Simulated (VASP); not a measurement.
# BaS (Fm-3m) in VASP: further runs

Aim: see how the results for BaS move with the level of theory and the settings. Levels: PBEsol, PBE, RPBE+D4. Tasks: single point.

Program: VASP 6.6.1. These are calculated values, not measurements. Logs are shortened: lines on timing, memory, paths and dates and some standing lists are left out, and cuts for length are marked.

**1. The cell of the first run**

It takes space group Fm-3m (No. 225, cubic). The conventional cell has a = 6.289 Å, b = 6.289 Å, c = 6.289 Å, α = 90.00°, β = 90.00°, γ = 90.00°. Within 4.1 Å of Ba (site symmetry m-3m) lie 6 S at 3.14 Å. S (site symmetry m-3m) has 6 Ba at 3.14 Å within 4.1 Å.

**2. Single point, PBEsol (volume scaled by 0.98)**

File INCAR:

```
PREC = Accurate
ENCUT = 520
EDIFF = 1E-7
ISMEAR = 0
SIGMA = 0.05
LREAL = False
LASPH = True
NELM = 60
ALGO = Normal
ISIF = 2
LWAVE = False
LCHARG = False
GGA = PS
NBANDS = 15
```

File KPOINTS:

```
Automatic mesh
0
Gamma
  6 6 6
```

File POSCAR:

```
BaS
1.0
    0.0000000000      3.1446850078      3.1446850078
    3.1446850078      0.0000000000      3.1446850078
    3.1446850078      3.1446850078      0.0000000000
Ba S
1 1
Direct
    0.5000000000      0.5000000000      0.5000000000
    0.0000000000      0.0000000000      0.0000000000
```

Potentials or basis: VASP PAW PBE potentials, release 64 (Ba_sv, S).

The run is started by

```sh
$ cat potpaw_PBE.64/Ba_sv/POTCAR potpaw_PBE.64/S/POTCAR > POTCAR
$ mpirun -np 1 vasp_std > vasp.out
```

OUTCAR:

```text
PREC = Accurate
   ENCUT = 520
   EDIFF = 1E-7
   ISMEAR = 0
   LREAL = False
   LASPH = True
   NELM = 60
   ISIF = 2
   GGA = PS

 ion  position               nearest neighbor table
   1  0.500  0.500  0.500-   2 3.14   2 3.14   2 3.14   2 3.14   2 3.14   2 3.14
   2  0.000  0.000  0.000-   1 3.14   1 3.14   1 3.14   1 3.14   1 3.14   1 3.14

  LATTYP: Found a face centered cubic cell.
 ALAT       =     6.2893700156

  Lattice vectors:

 A1 = (   0.0000000000,   3.1446850078,   3.1446850078)
 A2 = (   3.1446850078,   0.0000000000,   3.1446850078)
 A3 = (   3.1446850078,   3.1446850078,   0.0000000000)

Analysis of symmetry for initial positions (statically):
[... 5 lines left out ...]
 face centered cubic supercell.

 Subroutine GETGRP returns: Found 48 space group operations
 (whereof 48 operations were pure point group operations)
 out of a pool of 48 trial point group operations.

The static configuration has the point symmetry O_h .

Analysis of symmetry for dynamics (positions and initial velocities):
[... 5 lines left out ...]
 face centered cubic supercell.

 Subroutine GETGRP returns: Found 48 space group operations
 (whereof 48 operations were pure point group operations)
 out of a pool of 48 trial point group operations.

The dynamic configuration has the point symmetry O_h .

 Subroutine INISYM returns: Found 48 space group operations
 (whereof 48 operations are pure point group operations),
 and found     1 'primitive' translations

----------------------------------------------------------------------------------------

                                     Primitive cell

  volume of cell :      62.1959

  direct lattice vectors                    reciprocal lattice vectors
     0.000000000  3.144685008  3.144685008    -0.158998437  0.158998437  0.158998437
     3.144685008  0.000000000  3.144685008     0.158998437 -0.158998437  0.158998437
     3.144685008  3.144685008  0.000000000     0.158998437  0.158998437 -0.158998437

  length of vectors
     4.447256187  4.447256187  4.447256187     0.275393371  0.275393371  0.275393371

  position of ions in fractional coordinates (direct lattice)
     0.500000000  0.500000000  0.500000000
     0.000000000  0.000000000  0.000000000

  ion indices of the primitive-cell ions
   primitive index   ion index
                 1           1
                 2           2

----------------------------------------------------------------------------------------

 KPOINTS: Automatic mesh

Automatic generation of k-mesh.
 Grid dimensions read from file:
 generate k-points for:    6    6    6

 Generating k-lattice:

  Cartesian coordinates                     Fractional coordinates (reciprocal lattice)
    -0.026499739  0.026499739  0.026499739     0.166666667  0.000000000  0.000000000
     0.026499739 -0.026499739  0.026499739     0.000000000  0.166666667  0.000000000
     0.026499739  0.026499739 -0.026499739     0.000000000  0.000000000  0.166666667

  Length of vectors
     0.045898895  0.045898895  0.045898895

  Shift w.r.t. Gamma in fractional coordinates (k-lattice)
     0.000000000  0.000000000  0.000000000

 Subroutine IBZKPT returns following result:
 ===========================================

 Found     16 irreducible k-points:

 Following reciprocal coordinates:
            Coordinates               Weight
  0.000000  0.000000  0.000000      1.000000
  0.166667  0.000000  0.000000      8.000000
  0.333333  0.000000  0.000000      8.000000
  0.500000  0.000000  0.000000      4.000000
  0.166667  0.166667  0.000000      6.000000
  0.333333  0.166667  0.000000     24.000000
[... 8 lines left out ...]
 -0.333333  0.333333  0.166667     24.000000
 -0.333333  0.500000  0.166667     12.000000
   k-points           NKPTS =     16   k-points in BZ     NKDIM =     16   number of bands    NBANDS=     15
   number of dos      NEDOS =    301   number of ions     NIONS =      2
   total plane-waves  NPLWV =  46656
   dimension x,y,z NGX =    36 NGY =   36 NGZ =   36
   dimension x,y,z NGXF=    72 NGYF=   72 NGZF=   72
   ions per type =               1   1
   NGX,Y,Z   is equivalent  to a cutoff of  13.46, 13.46, 13.46 a.u.
   NGXF,Y,Z  is equivalent  to a cutoff of  26.91, 26.91, 26.91 a.u.
 SYSTEM =  unknown system
   PREC   = accura    normal or accurate (medium, high low for compatibility)
   ISTART =      0    job   : 0-new  1-cont  2-samecut
   ICHARG =      2    charge: 1-file 2-atom 10-const
   ISPIN  =      1    spin polarized calculation?
   LNONCOLLINEAR =      F non collinear calculations
   LSORBIT =      F    spin-orbit coupling
   LASPH  =      T    aspherical Exc in radial PAW
   ENCUT  =  520.0 eV  38.22 Ry    6.18 a.u.   8.27  8.27  8.27*2*pi/ulx,y,z
   NELM   =     60;   NELMIN=  2; NELMDL= -5     # of ELM steps
   EDIFF  = 0.1E-06   stopping-criterion for ELM
   LREAL  =      F    real-space projection
   EDIFFG = 0.1E-05   stopping-criterion for IOM
   NSW    =      0    number of steps for IOM
   IBRION =     -1    ionic relax: 0-MD 1-quasi-New 2-CG
   NFREE  =      0    steps in history (QN), initial steepest desc. (CG)
   ISIF   =      2    stress and relaxation
   ISYM   =      2    0-nonsym 1-usesym 2-fastsym
   POTIM  = 0.5000    time-step for ionic-motion
   TEBEG  =    0.0;   TEEND  =   0.0 temperature during run
   PSTRESS=    0.0 pullay stress
   NELECT =      16.0000    total number of electrons
   NUPDOWN=      -1.0000    fix difference up-down
   EMIN   =  10.00;   EMAX   =-10.00  energy-range for DOS
   EFERMI =   0.00;   METHOD = LEGACY
   ISMEAR =     0;   SIGMA  =   0.05  broadening in eV -4-tet -1-fermi 0-gaus
   EFERMI_NEDOS =   21; number of points for ismear=-14 and -15
   IALGO  =     38    algorithm
   IMIX   =      4    mixing-type and parameters
     AMIX     =   0.40;   BMIX     =  1.00
     AMIX_MAG =   1.60;   BMIX_MAG =  1.00
  volume/ion in A,a.u.               =      31.10       209.86
  Fermi-wavevector in a.u.,A,eV,Ry     =   1.041184  1.967553 14.749601  1.084065
  Thomas-Fermi vector in A             =   2.175794
   LORBIT       =      0    0 simple, 1 ext, 2 COOP (PROOUT), +10 PAW based schemes
   GGA     = PS    functional components
   LHFCALC =     F    Hartree Fock is set to
   AEXX    =    0.0000 exact exchange contribution
   IVDW    =     0    specifies the selected vdW correction
   LEPSILON=     F    determine dielectric tensor
   LRPA    =     F    only Hartree local field effects (RPA)
 non-spin polarized calculation
 Gauss-broadening in eV      SIGMA  =   0.05
  energy-cutoff  :      520.00
  volume of cell :       62.20
 maximum number of plane-waves:      1694
 NGX is ok and might be reduce to    36
   NGX = 17   NGY = 17   NGZ = 17

 number of electron      15.9999998 magnetization

 Free energy of the ion-electron system (eV)
  ---------------------------------------------------
  ext. energy  EPLUGINS =         0.00000000
  ---------------------------------------------------
  free energy    TOTEN  =       -10.70736862 eV

  energy without entropy =      -10.70736862  energy(sigma->0) =      -10.70736862

 E-fermi :   1.8900     XC(G=0):  -9.0184

 val. band max:        1.5916736242   @ k =   0.0000   0.0000   0.0000
 cond. band min:       3.4834617310   @ k =   0.5000   0.5000   0.0000
 fundamental gap:      1.8917881068
 Fermi energy:         1.8900014874

 k-point     1 :       0.0000    0.0000    0.0000
  band No.  band energies     occupation
      1     -24.3050      2.00000
      2      -9.3409      2.00000
      3      -9.3409      2.00000
      4      -9.3409      2.00000
      5      -8.8350      2.00000
      6       1.5917      2.00000
      7       1.5917      2.00000
      8       1.5917      2.00000
      9       5.2276      0.00000
     10       5.3717      0.00000
     11       5.3717      0.00000
     12       5.3717      0.00000
     13       6.3767      0.00000
     14       6.3767      0.00000
     15      10.1762      0.00000

 k-point     2 :       0.1667    0.0000    0.0000
  band No.  band energies     occupation
      1     -24.2906      2.00000
      2      -9.9440      2.00000
      3      -9.3523      2.00000
      4      -9.3523      2.00000
      5      -8.2089      2.00000
      6       0.8797      2.00000
      7       1.2057      2.00000
      8       1.2057      2.00000
      9       5.4178      0.00000
     10       5.8077      0.00000
     11       5.8077      0.00000
     12       6.2512      0.00000
     13       7.2247      0.00000
     14       7.2247      0.00000
     15      11.3185      0.00000

 k-point     3 :       0.3333    0.0000    0.0000
  band No.  band energies     occupation
      1     -24.2616      2.00000
      2     -10.5194      2.00000
      3      -9.3747      2.00000
      4      -9.3747      2.00000
      5      -7.5812      2.00000
      6      -0.1091      2.00000
      7       0.6252      2.00000
      8       0.6252      2.00000
      9       6.0021      0.00000
     10       6.9745      0.00000
     11       6.9745      0.00000
     12       7.7479      0.00000
     13       9.1153      0.00000
     14       9.1153      0.00000
     15      12.2243      0.00000

 k-point     4 :       0.5000    0.0000    0.0000
  band No.  band energies     occupation
      1     -24.2470      2.00000
      2     -10.7319      2.00000
      3      -9.3857      2.00000
      4      -9.3857      2.00000
      5      -7.3386      2.00000
      6      -0.5093      2.00000
      7       0.3896      2.00000
      8       0.3896      2.00000
      9       7.2147      0.00000
     10       7.2551      0.00000
     11       8.0260      0.00000
     12       8.0260      0.00000
     13      10.5973      0.00000
     14      10.5973      0.00000
     15      10.9058      0.00000
[... 163 lines left out ...]
 k-point    14 :       0.5000    0.3333    0.1667
  band No.  band energies     occupation
      1     -24.2433      2.00000
      2     -10.3338      2.00000
      3      -9.6028      2.00000
      4      -9.4793      2.00000
      5      -7.8796      2.00000
      6       0.1988      2.00000
      7       0.6956      2.00000
      8       1.1895      2.00000
      9       4.9484      0.00000
     10       7.1763      0.00000
     11       7.8969      0.00000
     12       8.1441      0.00000
     13       9.1265      0.00000
     14      10.6132      0.00000
     15      11.0262      0.00000

 k-point    15 :      -0.3333    0.3333    0.1667
  band No.  band energies     occupation
      1     -24.2339      2.00000
      2     -10.3253      2.00000
      3      -9.6708      2.00000
      4      -9.5547      2.00000
      5      -7.8685      2.00000
      6       0.1979      2.00000
      7       0.8559      2.00000
      8       0.9356      2.00000
      9       5.9953      0.00000
     10       6.1156      0.00000
     11       8.4233      0.00000
     12       8.7648      0.00000
     13       9.1370      0.00000
     14      11.1211      0.00000
     15      11.4256      0.00000

 k-point    16 :      -0.3333    0.5000    0.1667
  band No.  band energies     occupation
      1     -24.2297      2.00000
      2      -9.9558      2.00000
      3      -9.8479      2.00000
      4      -9.6683      2.00000
      5      -8.1862      2.00000
      6       0.6180      2.00000
      7       1.0871      2.00000
      8       1.2094      2.00000
      9       4.6648      0.00000
     10       7.1457      0.00000
     11       7.9379      0.00000
     12       8.7372      0.00000
     13       9.3464      0.00000
     14      10.1531      0.00000
     15      11.6328      0.00000

------------------------ aborting loop because EDIFF is reached ----------------------------------------

  FORCE on cell =-STRESS in cart. coord.  units (eV):
  Direction    XX          YY          ZZ          XY          YZ          ZX
  --------------------------------------------------------------------------------------
  -------------------------------------------------------------------------------------
  Total        0.6698605      0.6698605      0.6698605     -0.0000000      0.0000000     -0.0000000
  in kB       17.2557363     17.2557363     17.2557363     -0.0000000      0.0000000     -0.0000000
  external PRESSURE =      17.2557363 kB  Pullay stress =       0.0000000 kB

 VOLUME and BASIS-vectors are now :
 -----------------------------------------------------------------------------
  energy-cutoff  :      520.00
  volume of cell :       62.20
      direct lattice vectors                 reciprocal lattice vectors
     0.000000000  3.144685008  3.144685008    -0.158998437  0.158998437  0.158998437
     3.144685008  0.000000000  3.144685008     0.158998437 -0.158998437  0.158998437
     3.144685008  3.144685008  0.000000000     0.158998437  0.158998437 -0.158998437

 POSITION                                       TOTAL-FORCE (eV/Angst)
 -----------------------------------------------------------------------------------
      3.14469      3.14469      3.14469        -0.000000     -0.000000      0.000000
      0.00000      0.00000      0.00000         0.000000      0.000000     -0.000000
 -----------------------------------------------------------------------------------
    total drift:                                0.000000      0.000000      0.000000

  FREE ENERGIE OF THE ION-ELECTRON SYSTEM (eV)
  ---------------------------------------------------
  free  energy   TOTEN  =       -10.7073686239 eV

  energy  without entropy=      -10.7073686239  energy(sigma->0) =      -10.70736862
```

It took 28 s on 1 thread of Intel Xeon Platinum 8259CL at 2.50GHz (Skylake/Cascade Lake), shared host; peak memory 0.2 GiB.

What came out:

```yaml
Free_energy: -10.7074 eV
Pressure: 1.7 GPa
Band_gap_on_the_k_mesh: 1.89 eV, indirect (least direct gap 2.00 eV)
```

Caveat: the cell differs from its parent crystal (volume scaled by 0.98); the PAW data sets were made with another functional, which shifts forces and pressure a little; spin-orbit coupling is left out, which moves the levels of the heavy elements. A k mesh can miss the band edges.

**3. Single point, PBE**

This run uses another cell than the first one, of 32.58 Å³/atom, 1.048 times its volume.

File INCAR:

```
PREC = Accurate ; ENCUT = 520
EDIFF = 1E-6 ; ISMEAR = 0
SIGMA = 0.05 ; LREAL = False
LASPH = True ; NELM = 60
ALGO = Normal ; ISIF = 2
LWAVE = False ; LCHARG = False
GGA = PE ; NBANDS = 15
```

KPOINTS is that of step 2.

File POSCAR:

```
BaS
1.0
    0.0000000000      3.1937508250      3.1937508250
    3.1937508250      0.0000000000      3.1937508250
    3.1937508250      3.1937508250      0.0000000000
Ba S
1 1
Direct
    0.5000000000      0.5000000000      0.5000000000
    0.0000000000      0.0000000000      0.0000000000
```

Potentials or basis: VASP PAW PBE potentials, release 64 (Ba_sv, S).

The run is started by

```sh
$ cat potpaw_PBE.64/Ba_sv/POTCAR potpaw_PBE.64/S/POTCAR > POTCAR
$ mpirun -np 1 vasp_std > vasp.out
```

Run time: 29 s. Hardware: 1 thread of Intel Xeon Platinum 8259CL at 2.50GHz (Skylake/Cascade Lake), shared host; peak memory 0.2 GiB.

The run converged. Its results:

```yaml
Free_energy: -10.1846 eV
Pressure: 1.4 GPa
Band_gap_on_the_k_mesh: 2.11 eV, indirect (least direct gap 2.24 eV)
```

Levels at points of the mesh, in eV from the valence-band top:
```
           k point  band 4  band 5  band 6  band 7  band 8  band 9  band 10  band 11  band 12  band 13
(0.00, 0.00, 0.00)  -11.13  -10.36    0.00    0.00    0.00    3.60     3.87     3.87     3.87     4.79
(0.50, 0.00, 0.00)  -11.17   -9.12   -1.94   -1.09   -1.09    5.54     5.69     6.31     6.31     8.94
(0.50, 0.50, 0.00)  -11.32  -10.27   -0.52   -0.14   -0.14    2.11     5.93     6.03     7.49     7.49
```

Caveat: spin-orbit coupling is left out, which moves the levels of the heavy elements.

[end of part 1 of 2]
